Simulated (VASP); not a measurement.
# Pb (Fm-3m) in VASP: single point with PBE

Aim: the single point of Pb with PBE.

Program: VASP 6.6.1. These are calculated values, not measurements. Logs are shortened: lines on timing, memory, paths and dates and some standing lists are left out, and cuts for length are marked.

**1. The cell of the first run**

Symmetry: Fm-3m, No. 225, cubic system. Conventional cell: a = 5.039 Å, b = 5.039 Å, c = 5.039 Å, α = 90.00°, β = 90.00°, γ = 90.00°. Pb (site symmetry m-3m) has 12 Pb at 3.56 Å within 4.7 Å.

**2. Single point, PBE**

INCAR reads:

```
PREC     = Accurate       # precision mode
ENCUT    = 520            # plane-wave cutoff, eV
EDIFF    = 1E-7           # SCF threshold, eV
ISMEAR   = -1             # smearing method
SIGMA    = 0.1            # smearing width, eV
LREAL    = False          # projectors in reciprocal space
LASPH    = True           # aspherical terms in the spheres
NELM     = 80             # most SCF steps
ALGO     = Normal         # electronic algorithm
ISIF     = 2              # what is computed and relaxed
LWAVE    = False          # write WAVECAR
LCHARG   = False          # write CHGCAR
GGA      = PE             # functional
NBANDS   = 21             # bands
```

KPOINTS reads:

```
regular mesh
0
Gamma
  12 8 12
```

POSCAR reads:

```
Pb
1.0
   -2.5197432837      2.5197432837      0.0000000000
    0.0000000000      0.0000000000      5.0394865674
    2.5197432837      2.5197432837      0.0000000000
Pb
2
Direct
    0.0000000000      0.0000000000      0.0000000000
    0.5000000000      0.5000000000      0.5000000000
```

Potentials or basis: VASP PAW PBE potentials, release 64 (Pb_d).

On the command line:

```console
cat potpaw_PBE.64/Pb_d/POTCAR > POTCAR
mpirun -np 1 vasp_std > vasp.out
```

OUTCAR:

```text
PREC = Accurate
   ENCUT = 520
   EDIFF = 1E-7
   ISMEAR = -1
   LREAL = False
   LASPH = True
   NELM = 80
   ISIF = 2
   GGA = PE

 ion  position               nearest neighbor table
   1  0.000  0.000  0.000-   2 3.56   2 3.56   2 3.56   2 3.56   2 3.56   2 3.56   2 3.56   2 3.56

   2  0.500  0.500  0.500-   1 3.56   1 3.56   1 3.56   1 3.56   1 3.56   1 3.56   1 3.56   1 3.56

  LATTYP: Found a simple tetragonal cell.
 ALAT       =     3.5634551255
 C/A-ratio  =     1.4142135624

  Lattice vectors:

 A1 = (   2.5197432837,  -2.5197432837,   0.0000000000)
 A2 = (   2.5197432837,   2.5197432837,   0.0000000000)
 A3 = (   0.0000000000,   0.0000000000,   5.0394865674)

Analysis of symmetry for initial positions (statically):
=====================================================================
 Subroutine PRICEL returns following result:

  LATTYP: Found a face centered cubic cell.
 ALAT       =     5.0394865674

  Lattice vectors:

 A1 = (   2.5197432837,   0.0000000000,   2.5197432837)
 A2 = (   2.5197432837,   2.5197432837,   0.0000000000)
 A3 = (   0.0000000000,   2.5197432837,   2.5197432837)

   2 primitive cells build up your supercell.

 Routine SETGRP: Setting up the symmetry group for a
 simple tetragonal supercell.

 Subroutine GETGRP returns: Found 16 space group operations
 (whereof 16 operations were pure point group operations)
 out of a pool of 16 trial point group operations.

The static configuration has the point symmetry D_4h.

Analysis of symmetry for dynamics (positions and initial velocities):
=====================================================================
 Subroutine PRICEL returns following result:

  LATTYP: Found a face centered cubic cell.
 ALAT       =     5.0394865674

  Lattice vectors:

 A1 = (   2.5197432837,   0.0000000000,   2.5197432837)
 A2 = (   2.5197432837,   2.5197432837,   0.0000000000)
 A3 = (   0.0000000000,   2.5197432837,   2.5197432837)

   2 primitive cells build up your supercell.

 Routine SETGRP: Setting up the symmetry group for a
 simple tetragonal supercell.

 Subroutine GETGRP returns: Found 16 space group operations
 (whereof 16 operations were pure point group operations)
 out of a pool of 16 trial point group operations.

The dynamic configuration has the point symmetry D_4h.

 Subroutine INISYM returns: Found 16 space group operations
 (whereof 16 operations are pure point group operations),
 and found     2 'primitive' translations

----------------------------------------------------------------------------------------

                                     Primitive cell

  volume of cell :      31.9962

  direct lattice vectors                    reciprocal lattice vectors
     2.519743284  0.000000000  2.519743284     0.198432913 -0.198432913  0.198432913
     2.519743284  2.519743284  0.000000000     0.198432913  0.198432913 -0.198432913
     0.000000000  2.519743284  2.519743284    -0.198432913  0.198432913  0.198432913

  length of vectors
     3.563455126  3.563455126  3.563455126     0.343695887  0.343695887  0.343695887

  position of ions in fractional coordinates (direct lattice)
     0.000000000  0.000000000  0.000000000

  ion indices of the primitive-cell ions
   primitive index   ion index
                 1           1

----------------------------------------------------------------------------------------

 KPOINTS: regular mesh

Automatic generation of k-mesh.
 Grid dimensions read from file:
 generate k-points for:   12    8   12

 Generating k-lattice:

  Cartesian coordinates                     Fractional coordinates (reciprocal lattice)
    -0.016536076  0.016536076  0.000000000     0.083333333  0.000000000  0.000000000
     0.000000000  0.000000000  0.024804114     0.000000000  0.125000000  0.000000000
     0.016536076  0.016536076  0.000000000     0.000000000  0.000000000  0.083333333

  Length of vectors
     0.023385543  0.024804114  0.023385543

  Shift w.r.t. Gamma in fractional coordinates (k-lattice)
     0.000000000  0.000000000  0.000000000

 Subroutine IBZKPT returns following result:
 ===========================================

 Found    140 irreducible k-points:

 Following reciprocal coordinates:
            Coordinates               Weight
  0.000000  0.000000  0.000000      1.000000
  0.083333  0.000000  0.000000      4.000000
  0.166667  0.000000  0.000000      4.000000
  0.250000  0.000000  0.000000      4.000000
  0.333333  0.000000  0.000000      4.000000
  0.416667  0.000000  0.000000      4.000000
[... 16 lines left out ...]
  0.083333  0.375000  0.000000      8.000000
  0.166667  0.375000  0.000000      8.000000
 [... further k-points ...]
   k-points           NKPTS =    140   k-points in BZ     NKDIM =    140   number of bands    NBANDS=     21
   number of dos      NEDOS =    301   number of ions     NIONS =      2
   total plane-waves  NPLWV =  31360
   dimension x,y,z NGX =    28 NGY =   40 NGZ =   28
   dimension x,y,z NGXF=    56 NGYF=   80 NGZF=   56
   ions per type =               2
   NGX,Y,Z   is equivalent  to a cutoff of  13.06, 13.20, 13.06 a.u.
   NGXF,Y,Z  is equivalent  to a cutoff of  26.13, 26.39, 26.13 a.u.
 SYSTEM =  unknown system
   PREC   = accura    normal or accurate (medium, high low for compatibility)
   ISTART =      0    job   : 0-new  1-cont  2-samecut
   ICHARG =      2    charge: 1-file 2-atom 10-const
   ISPIN  =      1    spin polarized calculation?
   LNONCOLLINEAR =      F non collinear calculations
   LSORBIT =      F    spin-orbit coupling
   LASPH  =      T    aspherical Exc in radial PAW
   ENCUT  =  520.0 eV  38.22 Ry    6.18 a.u.   6.63  9.37  6.63*2*pi/ulx,y,z
   NELM   =     80;   NELMIN=  2; NELMDL= -5     # of ELM steps
   EDIFF  = 0.1E-06   stopping-criterion for ELM
   LREAL  =      F    real-space projection
   EDIFFG = 0.1E-05   stopping-criterion for IOM
   NSW    =      0    number of steps for IOM
   IBRION =     -1    ionic relax: 0-MD 1-quasi-New 2-CG
   NFREE  =      0    steps in history (QN), initial steepest desc. (CG)
   ISIF   =      2    stress and relaxation
   ISYM   =      2    0-nonsym 1-usesym 2-fastsym
   POTIM  = 0.5000    time-step for ionic-motion
   TEBEG  =    0.0;   TEEND  =   0.0 temperature during run
   PSTRESS=    0.0 pullay stress
   NELECT =      28.0000    total number of electrons
   NUPDOWN=      -1.0000    fix difference up-down
   EMIN   =  10.00;   EMAX   =-10.00  energy-range for DOS
   EFERMI =   0.00;   METHOD = LEGACY
   ISMEAR =    -1;   SIGMA  =   0.10  broadening in eV -4-tet -1-fermi 0-gaus
   EFERMI_NEDOS =   21; number of points for ismear=-14 and -15
   IALGO  =     38    algorithm
   IMIX   =      4    mixing-type and parameters
     AMIX     =   0.40;   BMIX     =  1.00
     AMIX_MAG =   1.60;   BMIX_MAG =  1.00
  volume/ion in A,a.u.               =      32.00       215.92
  Fermi-wavevector in a.u.,A,eV,Ry     =   1.242848  2.348641 21.016514  1.544670
  Thomas-Fermi vector in A             =   2.377184
   LORBIT       =      0    0 simple, 1 ext, 2 COOP (PROOUT), +10 PAW based schemes
   GGA     = PE    functional components
   LHFCALC =     F    Hartree Fock is set to
   AEXX    =    0.0000 exact exchange contribution
   IVDW    =     0    specifies the selected vdW correction
   LEPSILON=     F    determine dielectric tensor
   LRPA    =     F    only Hartree local field effects (RPA)
 non-spin polarized calculation
  energy-cutoff  :      520.00
  volume of cell :       63.99
 maximum number of plane-waves:      1752
 NGX is ok and might be reduce to    28
   NGX = 13   NGY = 19   NGZ = 13

 number of electron      28.0000006 magnetization

 Free energy of the ion-electron system (eV)
  ---------------------------------------------------
  ext. energy  EPLUGINS =         0.00000000
  ---------------------------------------------------
  free energy    TOTEN  =        -7.14552917 eV

  energy without entropy =       -7.11047961  energy(sigma->0) =       -7.12800439

 E-fermi :   6.7200     XC(G=0):  -9.9294

 val. band max:        6.7019831079   @ k =   0.4167   0.1250   0.2500
 cond. band min:       6.7235400861   @ k =   0.1667   0.0000   0.0833
 fundamental gap:      0.0215569782
 Fermi energy:         6.7199787758

 k-point     1 :       0.0000    0.0000    0.0000
  band No.  band energies     occupation
      1     -10.4787      2.00000
      2     -10.4004      2.00000
      3     -10.3422      2.00000
      4     -10.3421      2.00000
      5     -10.3421      2.00000
      6     -10.2241      2.00000
[... 13 lines left out ...]
     20      13.6950      0.00000
     21      16.4195      0.00000

 k-point     2 :       0.0833    0.0000    0.0000
  band No.  band energies     occupation
      1     -10.4669      2.00000
      2     -10.3924      2.00000
      3     -10.3432      2.00000
      4     -10.3373      2.00000
      5     -10.3343      2.00000
      6     -10.2267      2.00000
[... 13 lines left out ...]
     20      13.7997      0.00000
     21      16.1893      0.00000

 k-point     3 :       0.1667    0.0000    0.0000
  band No.  band energies     occupation
      1     -10.4396      2.00000
      2     -10.3646      2.00000
      3     -10.3451      2.00000
      4     -10.3232      2.00000
      5     -10.3172      2.00000
      6     -10.2335      2.00000
[... 13 lines left out ...]
     20      15.5314      0.00000
     21      16.1985      0.00000
[... 457 lines left out ...]
 k-point    23 :       0.0833    0.3750    0.0000
  band No.  band energies     occupation
      1     -10.4270      2.00000
      2     -10.3773      2.00000
      3     -10.3343      2.00000
      4     -10.2821      2.00000
      5     -10.2712      2.00000
      6     -10.2522      2.00000
[... 13 lines left out ...]
     20      14.4198      0.00000
     21      15.1493      0.00000

 k-point    24 :       0.1667    0.3750    0.0000
  band No.  band energies     occupation
      1     -10.4039      2.00000
      2     -10.3619      2.00000
      3     -10.3200      2.00000
      4     -10.2979      2.00000
      5     -10.2873      2.00000
      6     -10.2289      2.00000
[... 13 lines left out ...]
     20      15.5123      0.00000
     21      16.1808      0.00000

 [... further k-points ...]

------------------------ aborting loop because EDIFF is reached ----------------------------------------

  FORCE on cell =-STRESS in cart. coord.  units (eV):
  Direction    XX          YY          ZZ          XY          YZ          ZX
  --------------------------------------------------------------------------------------
  -------------------------------------------------------------------------------------
  Total       -0.0370984     -0.0370984      0.0417178      0.0000000      0.0000000      0.0000000
  in kB       -0.9288310     -0.9288310      1.0444879      0.0000000      0.0000000      0.0000000
  external PRESSURE =      -0.2710581 kB  Pullay stress =       0.0000000 kB

 VOLUME and BASIS-vectors are now :
 -----------------------------------------------------------------------------
  energy-cutoff  :      520.00
  volume of cell :       63.99
      direct lattice vectors                 reciprocal lattice vectors
    -2.519743284  2.519743284  0.000000000    -0.198432913  0.198432913  0.000000000
     0.000000000  0.000000000  5.039486567     0.000000000  0.000000000  0.198432913
     2.519743284  2.519743284  0.000000000     0.198432913  0.198432913  0.000000000

 POSITION                                       TOTAL-FORCE (eV/Angst)
 -----------------------------------------------------------------------------------
      0.00000      0.00000      0.00000        -0.000000     -0.000000     -0.000000
      0.00000      2.51974      2.51974         0.000000      0.000000      0.000000
 -----------------------------------------------------------------------------------
    total drift:                                0.000000      0.000000      0.000000

  FREE ENERGIE OF THE ION-ELECTRON SYSTEM (eV)
  ---------------------------------------------------
  free  energy   TOTEN  =        -7.1455291692 eV

  energy  without entropy=       -7.1104796082  energy(sigma->0) =       -7.12800439
```

Run time: 1.8 min. Hardware: 1 thread of Intel Xeon Platinum 8259CL at 2.50GHz (Skylake/Cascade Lake), shared host; peak memory 0.28 GiB.

What came out:

```yaml
Free_energy: -7.1455 eV
Pressure: 0.0 GPa
Band_gap_on_the_k_mesh: zero (bands 14 and 15 overlap by 4.30 eV)
```

Caveat: spin-orbit coupling is left out, which moves the levels of the heavy elements.

The gap in the log of VASP goes by the Fermi energy; the results here count the filled bands.